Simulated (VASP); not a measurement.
# LiBr (Fm-3m) in VASP: further runs

The runs below take LiBr through single point, with PBE, PBEsol.

Everything below comes from runs of VASP 6.6.1. Logs are shortened: lines on timing, memory, paths and dates and some standing lists are left out, and cuts for length are marked.

## 1. The cell of the first run

It takes space group Fm-3m (No. 225, cubic). The conventional cell has a = 5.445 Å, b = 5.445 Å, c = 5.445 Å, α = 90.00°, β = 90.00°, γ = 90.00°. Li (site symmetry m-3m) has 6 Br at 2.72 Å within 3.6 Å. Within 3.6 Å of Br (site symmetry m-3m) lie 6 Li at 2.72 Å.

## 2. Single point, PBE

File INCAR:

```
SYSTEM = LiBr
PREC = Accurate ; ENCUT = 750
EDIFF = 1E-6 ; ISMEAR = 0
SIGMA = 0.1 ; LREAL = .False.
LASPH = .True. ; NELM = 120
ALGO = Normal ; ISIF = 2
LWAVE = .False. ; LCHARG = .True.
GGA = PE ; LELF = .True.
LVHAR = .True. ; NBANDS = 12
GGA_COMPAT = .False.
```

File KPOINTS:

```
regular mesh
0
Gamma
  4 4 4
  0 0 0
```

File POSCAR:

```
LiBr
1.0
    0.0000000000      2.7226905798      2.7226905798
    2.7226905798      0.0000000000      2.7226905798
    2.7226905798      2.7226905798      0.0000000000
Li Br
1 1
Direct
    0.0000000000      0.0000000000      0.0000000000
    0.5000000000      0.5000000000      0.5000000000
```

Potentials or basis: VASP PAW PBE potentials, release 64 (Li_sv, Br).

On the command line:

```bash
$ cat potpaw_PBE.64/Li_sv/POTCAR potpaw_PBE.64/Br/POTCAR > POTCAR
$ mpirun -np 1 vasp_std > vasp.out
```

OUTCAR:

```text
SYSTEM = LiBr
   PREC = Accurate
   ENCUT = 750
   EDIFF = 1E-6
   ISMEAR = 0
   LREAL = .False.
   LASPH = .True.
   NELM = 120
   ISIF = 2
   GGA = PE

 ion  position               nearest neighbor table
   1  0.000  0.000  0.000-
   2  0.500  0.500  0.500-

  LATTYP: Found a face centered cubic cell.
 ALAT       =     5.4453811596

  Lattice vectors:

 A1 = (   0.0000000000,   2.7226905798,   2.7226905798)
 A2 = (   2.7226905798,   0.0000000000,   2.7226905798)
 A3 = (   2.7226905798,   2.7226905798,   0.0000000000)

Analysis of symmetry for initial positions (statically):
=====================================================================
 Subroutine PRICEL returns:
 Original cell was already a primitive cell.

 Routine SETGRP: Setting up the symmetry group for a
 face centered cubic supercell.

 Subroutine GETGRP returns: Found 48 space group operations
 (whereof 48 operations were pure point group operations)
 out of a pool of 48 trial point group operations.

The static configuration has the point symmetry O_h .

Analysis of symmetry for dynamics (positions and initial velocities):
=====================================================================
 Subroutine PRICEL returns:
 Original cell was already a primitive cell.

 Routine SETGRP: Setting up the symmetry group for a
 face centered cubic supercell.

 Subroutine GETGRP returns: Found 48 space group operations
 (whereof 48 operations were pure point group operations)
 out of a pool of 48 trial point group operations.

The dynamic configuration has the point symmetry O_h .

 Subroutine INISYM returns: Found 48 space group operations
 (whereof 48 operations are pure point group operations),
 and found     1 'primitive' translations

----------------------------------------------------------------------------------------

                                     Primitive cell

  volume of cell :      40.3669

  direct lattice vectors                    reciprocal lattice vectors
     0.000000000  2.722690580  2.722690580    -0.183641874  0.183641874  0.183641874
     2.722690580  0.000000000  2.722690580     0.183641874 -0.183641874  0.183641874
     2.722690580  2.722690580  0.000000000     0.183641874  0.183641874 -0.183641874

  length of vectors
     3.850465944  3.850465944  3.850465944     0.318077056  0.318077056  0.318077056

  position of ions in fractional coordinates (direct lattice)
     0.000000000  0.000000000  0.000000000
     0.500000000  0.500000000  0.500000000

  ion indices of the primitive-cell ions
   primitive index   ion index
                 1           1
                 2           2

----------------------------------------------------------------------------------------

 KPOINTS: regular mesh

Automatic generation of k-mesh.
 Grid dimensions read from file:
 generate k-points for:    4    4    4

 Generating k-lattice:

  Cartesian coordinates                     Fractional coordinates (reciprocal lattice)
    -0.045910468  0.045910468  0.045910468     0.250000000  0.000000000  0.000000000
     0.045910468 -0.045910468  0.045910468     0.000000000  0.250000000  0.000000000
     0.045910468  0.045910468 -0.045910468     0.000000000  0.000000000  0.250000000

  Length of vectors
     0.079519264  0.079519264  0.079519264

  Shift w.r.t. Gamma in fractional coordinates (k-lattice)
     0.000000000  0.000000000  0.000000000

 Subroutine IBZKPT returns following result:
 ===========================================

 Found      8 irreducible k-points:

 Following reciprocal coordinates:
            Coordinates               Weight
  0.000000  0.000000  0.000000      1.000000
  0.250000  0.000000  0.000000      8.000000
  0.500000  0.000000  0.000000      4.000000
  0.250000  0.250000  0.000000      6.000000
  0.500000  0.250000  0.000000     24.000000
 -0.250000  0.250000  0.000000     12.000000
  0.500000  0.500000  0.000000      3.000000
 -0.250000  0.500000  0.250000      6.000000
   k-points           NKPTS =      8   k-points in BZ     NKDIM =      8   number of bands    NBANDS=     12
   number of dos      NEDOS =    301   number of ions     NIONS =      2
   total plane-waves  NPLWV =  46656
   dimension x,y,z NGX =    36 NGY =   36 NGZ =   36
   dimension x,y,z NGXF=    72 NGYF=   72 NGZF=   72
   ions per type =               1   1
   NGX,Y,Z   is equivalent  to a cutoff of  15.54, 15.54, 15.54 a.u.
   NGXF,Y,Z  is equivalent  to a cutoff of  31.09, 31.09, 31.09 a.u.
 SYSTEM =  LiBr
   PREC   = accura    normal or accurate (medium, high low for compatibility)
   ISTART =      0    job   : 0-new  1-cont  2-samecut
   ICHARG =      2    charge: 1-file 2-atom 10-const
   ISPIN  =      1    spin polarized calculation?
   LNONCOLLINEAR =      F non collinear calculations
   LSORBIT =      F    spin-orbit coupling
   LASPH  =      T    aspherical Exc in radial PAW
   ENCUT  =  750.0 eV  55.12 Ry    7.42 a.u.   8.60  8.60  8.60*2*pi/ulx,y,z
   NELM   =    120;   NELMIN=  2; NELMDL= -5     # of ELM steps
   EDIFF  = 0.1E-05   stopping-criterion for ELM
   LREAL  =      F    real-space projection
   EDIFFG = 0.1E-04   stopping-criterion for IOM
   NSW    =      0    number of steps for IOM
   IBRION =     -1    ionic relax: 0-MD 1-quasi-New 2-CG
   NFREE  =      0    steps in history (QN), initial steepest desc. (CG)
   ISIF   =      2    stress and relaxation
   ISYM   =      2    0-nonsym 1-usesym 2-fastsym
   POTIM  = 0.5000    time-step for ionic-motion
   TEBEG  =    0.0;   TEEND  =   0.0 temperature during run
   PSTRESS=    0.0 pullay stress
   NELECT =      10.0000    total number of electrons
   NUPDOWN=      -1.0000    fix difference up-down
   EMIN   =  10.00;   EMAX   =-10.00  energy-range for DOS
   EFERMI =   0.00;   METHOD = LEGACY
   ISMEAR =     0;   SIGMA  =   0.10  broadening in eV -4-tet -1-fermi 0-gaus
   EFERMI_NEDOS =   21; number of points for ismear=-14 and -15
   IALGO  =     38    algorithm
   IMIX   =      4    mixing-type and parameters
     AMIX     =   0.40;   BMIX     =  1.00
     AMIX_MAG =   1.60;   BMIX_MAG =  1.00
  volume/ion in A,a.u.               =      20.18       136.20
  Fermi-wavevector in a.u.,A,eV,Ry     =   1.028174  1.942967 14.383282  1.057141
  Thomas-Fermi vector in A             =   2.162157
   LORBIT       =      0    0 simple, 1 ext, 2 COOP (PROOUT), +10 PAW based schemes
   GGA     = PE    functional components
   LHFCALC =     F    Hartree Fock is set to
   AEXX    =    0.0000 exact exchange contribution
   IVDW    =     0    specifies the selected vdW correction
   LEPSILON=     F    determine dielectric tensor
   LRPA    =     F    only Hartree local field effects (RPA)
 non-spin polarized calculation
 Gauss-broadening in eV      SIGMA  =   0.10
  energy-cutoff  :      750.00
  volume of cell :       40.37
 maximum number of plane-waves:      1893
 NGX is ok and might be reduce to    36
   NGX = 17   NGY = 17   NGZ = 17

 number of electron      10.0000001 magnetization

 Free energy of the ion-electron system (eV)
  ---------------------------------------------------
  ext. energy  EPLUGINS =         0.00000000
  ---------------------------------------------------
  free energy    TOTEN  =        -6.62545460 eV

  energy without entropy =       -6.62545460  energy(sigma->0) =       -6.62545460

 E-fermi :   1.0794     XC(G=0):  -8.5495

 val. band max:        0.5380213797   @ k =   0.0000   0.0000   0.0000
 cond. band min:       5.6126877029   @ k =   0.0000   0.0000   0.0000
 fundamental gap:      5.0746663232
 Fermi energy:         1.0793899562

 k-point     1 :       0.0000    0.0000    0.0000
  band No.  band energies     occupation
      1     -43.8313      2.00000
      2     -12.9986      2.00000
      3       0.5380      2.00000
      4       0.5380      2.00000
      5       0.5380      2.00000
      6       5.6127      0.00000
      7      11.0571      0.00000
      8      11.0571      0.00000
      9      11.0571      0.00000
     10      12.9072      0.00000
     11      12.9072      0.00000
     12      12.9072      0.00000

 k-point     2 :       0.2500    0.0000    0.0000
  band No.  band energies     occupation
      1     -43.8307      2.00000
      2     -12.7576      2.00000
      3      -1.2108      2.00000
      4       0.3919      2.00000
      5       0.3919      2.00000
      6       6.5909      0.00000
      7       9.7580      0.00000
      8       9.7580      0.00000
      9      10.3982      0.00000
     10      12.9515      0.00000
     11      12.9516      0.00000
     12      13.6557      0.00000

 k-point     3 :       0.5000    0.0000    0.0000
  band No.  band energies     occupation
      1     -43.8301      2.00000
      2     -12.4887      2.00000
      3      -2.4726      2.00000
      4       0.2622      2.00000
      5       0.2622      2.00000
      6       6.1738      0.00000
      7       8.6430      0.00000
      8       8.6430      0.00000
      9      12.5987      0.00000
     10      14.7054      0.00000
     11      16.4262      0.00000
     12      16.4262      0.00000

 k-point     4 :       0.2500    0.2500    0.0000
  band No.  band energies     occupation
      1     -43.8304      2.00000
      2     -12.6693      2.00000
      3      -1.1224      2.00000
      4      -0.1133      2.00000
      5      -0.1133      2.00000
      6       7.8400      0.00000
      7       8.7479      0.00000
      8       8.9719      0.00000
      9      11.6897      0.00000
     10      11.6897      0.00000
     11      14.8029      0.00000
     12      16.0448      0.00000

 k-point     5 :       0.5000    0.2500    0.0000
  band No.  band energies     occupation
      1     -43.8299      2.00000
      2     -12.3882      2.00000
      3      -2.1125      2.00000
      4      -0.8701      2.00000
      5      -0.2443      2.00000
      6       7.3665      0.00000
      7       8.9943      0.00000
      8      10.4025      0.00000
      9      10.4450      0.00000
     10      13.4454      0.00000
     11      16.9174      0.00000
     12      17.2622      0.00000

 k-point     6 :      -0.2500    0.2500    0.0000
  band No.  band energies     occupation
      1     -43.8301      2.00000
      2     -12.4877      2.00000
      3      -1.7472      2.00000
      4      -1.0180      2.00000
      5       0.2331      2.00000
      6       7.5104      0.00000
      7       9.3310      0.00000
      8       9.7992      0.00000
      9      10.0142      0.00000
     10      13.3734      0.00000
     11      15.3141      0.00000
     12      16.1061      0.00000

 k-point     7 :       0.5000    0.5000    0.0000
  band No.  band energies     occupation
      1     -43.8296      2.00000
      2     -12.2801      2.00000
      3      -2.4851      2.00000
      4      -0.6603      2.00000
      5      -0.6603      2.00000
      6       6.8234      0.00000
      7       7.5966      0.00000
      8      12.4172      0.00000
      9      13.1734      0.00000
     10      13.1734      0.00000
     11      16.4170      0.00000
     12      18.1893      0.00000

 k-point     8 :      -0.2500    0.5000    0.2500
  band No.  band energies     occupation
      1     -43.8297      2.00000
      2     -12.2854      2.00000
      3      -1.7142      2.00000
      4      -1.7142      2.00000
      5      -0.6589      2.00000
      6       8.6504      0.00000
      7       9.1610      0.00000
      8      10.0727      0.00000
      9      10.0727      0.00000
     10      14.7110      0.00000
     11      14.7110      0.00000
     12      18.1696      0.00000

------------------------ aborting loop because EDIFF is reached ----------------------------------------

  FORCE on cell =-STRESS in cart. coord.  units (eV):
  Direction    XX          YY          ZZ          XY          YZ          ZX
  --------------------------------------------------------------------------------------
  -------------------------------------------------------------------------------------
  Total        0.2803151      0.2803151      0.2803151      0.0000000     -0.0000000      0.0000000
  in kB       11.1258242     11.1258242     11.1258242      0.0000000     -0.0000000      0.0000000
  external PRESSURE =      11.1258242 kB  Pullay stress =       0.0000000 kB

 VOLUME and BASIS-vectors are now :
 -----------------------------------------------------------------------------
  energy-cutoff  :      750.00
  volume of cell :       40.37
      direct lattice vectors                 reciprocal lattice vectors
     0.000000000  2.722690580  2.722690580    -0.183641874  0.183641874  0.183641874
     2.722690580  0.000000000  2.722690580     0.183641874 -0.183641874  0.183641874
     2.722690580  2.722690580  0.000000000     0.183641874  0.183641874 -0.183641874

 POSITION                                       TOTAL-FORCE (eV/Angst)
 -----------------------------------------------------------------------------------
      0.00000      0.00000      0.00000        -0.000000     -0.000000     -0.000000
      2.72269      2.72269      2.72269         0.000000      0.000000      0.000000
 -----------------------------------------------------------------------------------
    total drift:                                0.000000      0.000000      0.000000

  FREE ENERGIE OF THE ION-ELECTRON SYSTEM (eV)
  ---------------------------------------------------
  free  energy   TOTEN  =        -6.6254545998 eV

  energy  without entropy=       -6.6254545998  energy(sigma->0) =       -6.62545460
```

It took 12 s on 1 thread of Intel Xeon Platinum 8488C (Sapphire Rapids), shared host; peak memory 0.19 GiB.

Results:

| Property | Result |
| --- | --- |
| Free energy | -6.6255 eV |
| Pressure | 1.1 GPa |
| Band gap on the k mesh | 5.07 eV, direct |

Levels at points of the mesh, in eV from the valence-band top:
| k point | band 1 | band 2 | band 3 | band 4 | band 5 | band 6 | band 7 | band 8 | band 9 | band 10 |
| --- | --- | --- | --- | --- | --- | --- | --- | --- | --- | --- |
| (0.00, 0.00, 0.00) | -44.37 | -13.54 | 0.00 | 0.00 | 0.00 | 5.07 | 10.52 | 10.52 | 10.52 | 12.37 |
| (0.50, 0.00, 0.00) | -44.37 | -13.03 | -3.01 | -0.28 | -0.28 | 5.64 | 8.11 | 8.11 | 12.06 | 14.17 |
| (0.50, 0.50, 0.00) | -44.37 | -12.82 | -3.02 | -1.20 | -1.20 | 6.29 | 7.06 | 11.88 | 12.64 | 12.64 |

Caveat: the k points lie up to 0.50 Å⁻¹ apart.

## 3. Single point, PBE

File INCAR:

```
ALGO     = Normal         # electronic algorithm
EDIFF    = 1E-6           # SCF threshold, eV
ENCUT    = 750            # plane-wave cutoff, eV
GGA      = PE             # functional
GGA_COMPAT= F            
ISIF     = 2              # what is computed and relaxed
ISMEAR   = -1             # smearing method
ISYM     = 0            
LASPH    = T              # aspherical terms in the spheres
LCHARG   = F              # write CHGCAR
LREAL    = F              # projectors in reciprocal space
LWAVE    = F              # write WAVECAR
NBANDS   = 12             # bands
NELM     = 120            # most SCF steps
PREC     = Accurate       # precision mode
SIGMA    = 0.1            # smearing width, eV
```

File KPOINTS:

```
k-points
0
Gamma
  2 4 3
```

POSCAR is that of step 2.

Potentials or basis: VASP PAW PBE potentials, release 64 (Li_sv, Br).

On the command line:

```bash
$ cat potpaw_PBE.64/Li_sv/POTCAR potpaw_PBE.64/Br/POTCAR > POTCAR
$ mpirun -np 1 vasp_std > vasp.out
```

OUTCAR:

```text
EDIFF = 1E-6
   ENCUT = 750
   GGA = PE
   ISIF = 2
   ISMEAR = -1
   ISYM = 0
   LASPH = T
   LREAL = F
   NELM = 120
   PREC = Accurate

 ion  position               nearest neighbor table
   1  0.000  0.000  0.000-
   2  0.500  0.500  0.500-

IMPORTANT INFORMATION: All symmetrisations will be switched off!
NOSYMM: (Re-)initialisation of all symmetry stuff for point group C_1.

[... 369 lines left out ...]

------------------------ aborting loop because EDIFF is reached ----------------------------------------

  FORCE on cell =-STRESS in cart. coord.  units (eV):
  Direction    XX          YY          ZZ          XY          YZ          ZX
  --------------------------------------------------------------------------------------
  -------------------------------------------------------------------------------------
  Total        0.1708227      0.7365047      0.6551799      0.0495340      0.4906020      0.0054761
  in kB        6.7800246     29.2321836     26.0043651      1.9660266     19.4722020      0.2173470
  external PRESSURE =      20.6721911 kB  Pullay stress =       0.0000000 kB

 VOLUME and BASIS-vectors are now :
 -----------------------------------------------------------------------------
  energy-cutoff  :      750.00
  volume of cell :       40.37
      direct lattice vectors                 reciprocal lattice vectors
     0.000000000  2.722690580  2.722690580    -0.183641874  0.183641874  0.183641874
     2.722690580  0.000000000  2.722690580     0.183641874 -0.183641874  0.183641874
     2.722690580  2.722690580  0.000000000     0.183641874  0.183641874 -0.183641874

 POSITION                                       TOTAL-FORCE (eV/Angst)
 -----------------------------------------------------------------------------------
      0.00000      0.00000      0.00000        -0.000001     -0.000001     -0.000001
      2.72269      2.72269      2.72269         0.000001      0.000001      0.000001
 -----------------------------------------------------------------------------------
    total drift:                                0.000000     -0.000001     -0.000001

  FREE ENERGIE OF THE ION-ELECTRON SYSTEM (eV)
  ---------------------------------------------------
  free  energy   TOTEN  =        -6.5071708255 eV

  energy  without entropy=       -6.5071708254  energy(sigma->0) =       -6.50717083
```

Run time: 9.7 s. Hardware: 1 thread of Intel Xeon 6975P-C (Granite Rapids), shared host; peak memory 0.2 GiB.

The run converged, but its numbers aren't listed here, since they failed a check.

Caveat: the k points lie up to 1.00 Å⁻¹ apart.

(Part 1 of 2 ends here.)
